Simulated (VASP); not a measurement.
## Si16O31 (a cell with a defect): relaxation of the atoms with PBEsol

Si16O31 (a cell with a defect):

```
Si O
1.0
     8.38869    0.00000    0.00000
     0.00000    8.38869    0.00000
     0.00000    0.00000    5.35710
Si O
16 31
Direct
  0.00208 0.99822 0.00375
  0.00190 0.00270 0.49559
  0.00144 0.50073 0.99005
  0.00120 0.50097 0.49608
  0.49823 0.99790 0.00672
  0.50214 0.00080 0.50267
  0.49783 0.50001 0.99688
  0.50267 0.50153 0.49089
  0.24964 0.25259 0.25500
  0.25291 0.24900 0.75441
  0.24938 0.75067 0.24207
  0.25013 0.75089 0.75159
  0.75167 0.24772 0.25168
  0.75115 0.25225 0.75672
  0.74962 0.75611 0.25125
  0.75103 0.75124 0.74589
  0.15444 0.15197 0.99492
  0.14947 0.15423 0.49666
  0.15324 0.65350 0.99609
  0.15212 0.65357 0.50105
  0.65287 0.15102 0.99984
  0.65855 0.15148 0.49887
  0.65155 0.64985 0.99684
  0.65724 0.65330 0.49875
  0.34438 0.35107 0.00253
  0.34456 0.34437 0.50933
  0.34658 0.84887 0.00146
  0.34906 0.84970 0.50079
  0.84906 0.34523 0.99768
  0.84911 0.35234 0.50051
  0.84584 0.84633 0.00664
  0.84925 0.84153 0.50179
  0.09395 0.40561 0.25078
  0.09896 0.40614 0.75299
  0.09917 0.90284 0.25572
  0.09465 0.90497 0.74612
  0.59854 0.40461 0.74146
  0.59762 0.90185 0.25120
  0.59718 0.90221 0.75031
  0.40560 0.10005 0.24697
  0.40510 0.09836 0.74533
  0.40000 0.59984 0.25219
  0.40173 0.59819 0.75229
  0.90344 0.09816 0.25195
  0.90284 0.09433 0.75174
  0.90275 0.59749 0.24521
  0.90188 0.59823 0.75496
```

```json
{"Program": "VASP 6.6.1", "Task": "relaxation of the atoms", "Functional": "PBEsol", "Potentials or basis": "VASP PAW PBE potentials, release 64 (Si, O)", "Cutoff": "520 eV", "k mesh": "1 × 1 × 1, shifted", "Occupations": "fermi-dirac, width 0.05 eV", "Spin": "no spin polarisation", "Dipole correction": "no", "Further INCAR settings": "LREAL = Auto; ALGO = Normal; EDIFF = 1e-07; ISYM = 0; IBRION = 2; EDIFFG = -0.03; NSW = 100"}
```

```json
{
  "Energy gained by relaxing": "16.2 meV/atom",
  "Ionic steps": "16",
  "Pressure after relaxing": "-0.2 GPa",
  "Largest force after relaxing": "0.025 eV/Å",
  "Band gap on the k mesh": "4.10 eV"
}
```

Forces in eV/Å, atoms in the order of the input:
```
Si   0.011  0.007  0.001
Si   0.010 -0.003  0.004
Si   0.000  0.005  0.006
Si  -0.013 -0.007  0.009
Si  -0.005  0.001  0.004
Si  -0.009 -0.011 -0.020
Si   0.016  0.001 -0.008
Si   0.003  0.000  0.019
Si   0.000 -0.025 -0.004
Si  -0.003 -0.006  0.000
Si   0.001  0.011  0.001
Si  -0.001  0.001  0.002
Si   0.003  0.008 -0.006
Si   0.013 -0.003 -0.019
Si   0.002  0.015 -0.002
Si  -0.003  0.012  0.011
O    0.004  0.003  0.003
O   -0.007  0.006  0.006
O   -0.007 -0.013 -0.001
O   -0.003 -0.007  0.002
O   -0.012 -0.001 -0.002
O   -0.003 -0.005  0.004
O   -0.004  0.002 -0.005
O   -0.007 -0.007  0.012
O   -0.011 -0.001 -0.004
O   -0.003  0.006  0.008
O    0.010 -0.001 -0.003
O    0.011  0.000 -0.003
O    0.006  0.003 -0.008
O    0.003  0.012 -0.001
O   -0.001 -0.007 -0.008
O   -0.001 -0.010 -0.002
O   -0.003  0.002 -0.008
O   -0.002 -0.002 -0.002
O    0.002 -0.003  0.001
O   -0.002 -0.001  0.000
O   -0.003  0.007  0.010
O    0.002  0.007 -0.001
O    0.002  0.003  0.008
O    0.005 -0.003  0.001
O   -0.011 -0.004  0.008
O    0.002 -0.010  0.001
O    0.006 -0.001  0.006
O   -0.012  0.013 -0.005
O    0.000 -0.003 -0.005
O    0.010 -0.005 -0.010
O    0.003  0.014 -0.001
```

Stress tensor (GPa, compression positive):
```
 0.48  0.64  0.01
 0.64  0.45 -0.02
 0.01 -0.02 -1.51
```

The path:
| step | energy change (eV) | largest force (eV/Å) | pressure (GPa) |
| --- | --- | --- | --- |
| 1 | 0.0000 | 2.1223 | 0.77 |
| 2 | 0.1710 | 3.7666 | 0.18 |
| 3 | -0.5628 | 0.8571 | -0.07 |
| 4 | -0.6763 | 0.6094 | -0.19 |
| 5 | -0.6963 | 0.4208 | -0.21 |
| 6 | -0.7322 | 0.3189 | -0.20 |
| 7 | -0.7336 | 0.2579 | -0.21 |
| 8 | -0.7485 | 0.1896 | -0.20 |
| 9 | -0.7490 | 0.1358 | -0.21 |
| 10 | -0.7566 | 0.0871 | -0.22 |
| 11 | -0.7568 | 0.0960 | -0.22 |
| 12 | -0.7592 | 0.0775 | -0.20 |
| 13 | -0.7593 | 0.0619 | -0.21 |
| 14 | -0.7604 | 0.0340 | -0.20 |
| 15 | -0.7604 | 0.0402 | -0.19 |
| 16 | -0.7609 | 0.0249 | -0.19 |

Final structure:
```xyz
47
Lattice="8.3887 0.0000 0.0000 0.0000 8.3887 0.0000 0.0000 0.0000 5.3571" Properties=species:S:1:pos:R:3 pbc="T T T"
Si    0.0057    0.0018    5.3485
Si    0.0059    0.0025    2.6862
Si    0.0099    4.2096    0.0012
Si    0.0107    4.2100    2.6760
Si    4.1879    8.3872    0.0014
Si    4.1881    8.3881    2.6765
Si    4.2216    4.1750    0.0534
Si    4.2234    4.1738    2.6204
Si    2.0973    2.0968    1.3385
Si    2.1057    2.0999    4.0171
Si    2.0907    6.3068    1.3384
Si    2.1305    6.2672    4.0168
Si    6.3242    2.0730    1.3400
Si    6.2728    2.1244    4.0187
Si    6.3012    6.2993    1.3384
Si    6.2977    6.2911    4.0166
O     1.2809    1.2870    5.3546
O     1.2815    1.2864    2.6795
O     1.2833    5.4850    5.3518
O     1.2833    5.4848    2.6820
O     5.4637    1.3084    0.0152
O     5.4632    1.3087    2.6636
O     5.4957    5.4773    0.0103
O     5.4958    5.4778    2.6657
O     2.9193    2.9027    0.0108
O     2.9190    2.9024    2.6658
O     2.9117    7.1150    5.3518
O     2.9116    7.1151    2.6824
O     7.0879    2.9349    0.0156
O     7.0889    2.9338    2.6640
O     7.1098    7.1166    5.3548
O     7.1099    7.1171    2.6798
O     0.8144    3.3832    1.3389
O     0.8119    3.3809    4.0174
O     0.8150    7.5813    1.3386
O     0.8163    7.5801    4.0172
O     5.0205    3.3756    4.0165
O     5.0134    7.5820    1.3388
O     5.0161    7.5852    4.0169
O     3.3728    0.8078    1.3386
O     3.3867    0.8211    4.0172
O     3.3560    5.0432    1.3378
O     3.4040    4.9935    4.0159
O     7.5805    0.8166    1.3392
O     7.5643    0.8333    4.0180
O     7.5901    5.0252    1.3391
O     7.5770    5.0108    4.0172
```

Levels at points of the mesh, in eV from the valence-band top:
| k point | band 122 | band 123 | band 124 | band 125 | band 126 | band 127 | band 128 | band 129 |
| --- | --- | --- | --- | --- | --- | --- | --- | --- |
| (0.25, 0.25, 0.25) | -2.08 | -1.97 | -1.49 | 0.00 | 4.16 | 4.41 | 5.49 | 6.24 |

Wall time 2.1 h on 1 thread of Oxide Virtual Turin-like Processor, with other jobs on the host, peak memory 0.49 GiB.

Caveat: the k points lie up to 0.59 Å⁻¹ apart; the PAW data sets were made with another functional, which shifts forces and pressure a little.
